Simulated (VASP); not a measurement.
Wanted: the native input for a VASP 6.6.1 run.

| Property | Result |
| --- | --- |
| Task | relaxation of cell and atoms |
| Functional | PBE |
| Potentials or basis | VASP PAW PBE potentials, release 64 (Zr_sv, P, Os) |
| Cutoff | 600 eV |
| k mesh | 4 × 4 × 4 |
| Occupations | gaussian, width 0.1 eV |
| Spin | no spin polarisation |
| Dipole correction | no |
| Further INCAR settings | ALGO = Normal; EDIFF = 1e-06; IBRION = 2; EDIFFG = -0.04; NSW = 90; ISIF = 3 |

The structure of ZrP3Os lies in POSCAR:

```
ZrP3Os
1.0
    3.8980644800      0.0000000000      0.0000000000
    0.0000000000      3.8980644800      0.0000000000
    0.0000000000      0.0000000000      7.4462976400
Zr P Os
1 3 1
Direct
    0.0000000000      0.0000000000      0.5000000000
    0.5000000000      0.5000000000      0.7264650000
    0.5000000000      0.5000000000      0.2735350000
    0.5000000000      0.5000000000      0.0000000000
    0.5000000000      0.5000000000      0.5000000000
```

The input as run:

INCAR

```
SYSTEM = ZrP3Os
PREC     = Accurate       ! precision mode
ENCUT    = 600            ! plane-wave cutoff, eV
EDIFF    = 1E-6           ! SCF threshold, eV
ISMEAR   = 0              ! smearing method
SIGMA    = 0.1            ! smearing width, eV
LREAL    = .FALSE.        ! projectors in reciprocal space
LASPH    = .TRUE.         ! aspherical terms in the spheres
NELM     = 100            ! most SCF steps
ALGO     = Normal         ! electronic algorithm
ISIF     = 3              ! what is computed and relaxed
LWAVE    = .FALSE.        ! write WAVECAR
LCHARG   = .FALSE.        ! write CHGCAR
GGA      = PE             ! functional
IBRION   = 2              ! ionic algorithm
NSW      = 90             ! ionic steps
EDIFFG   = -0.04          ! ionic threshold
```

KPOINTS

```
Automatic mesh
0
G
  4 4 4
  0 0 0
```

Potentials or basis: VASP PAW PBE potentials, release 64 (Zr_sv, P, Os).

Launch:

```sh
$ cat potpaw_PBE.64/Zr_sv/POTCAR potpaw_PBE.64/P/POTCAR potpaw_PBE.64/Os/POTCAR > POTCAR
$ mpirun -np 1 vasp_std > vasp.out
```

Results of the run:

- Relaxed volume: 25.41 Å³/atom
- Relaxed cell: a = 3.805 Å, b = 3.805 Å, c = 8.778 Å, α = 90.00°, β = 90.00°, γ = 90.00°
- Space group after relaxing (to 0.05 Å): P4/mmm (No. 123)
- Energy gained by relaxing: 2437.5 meV/atom
- Ionic steps: 44
- Pressure after relaxing: 0.1 GPa

Caveat: the k points lie up to 0.41 Å⁻¹ apart in the final cell.

Wall time 27 min on 1 thread of Intel(R) Xeon(R) Platinum 8375C CPU @ 2.90GHz (Ice Lake), with other jobs on the host, peak memory 0.3 GiB.
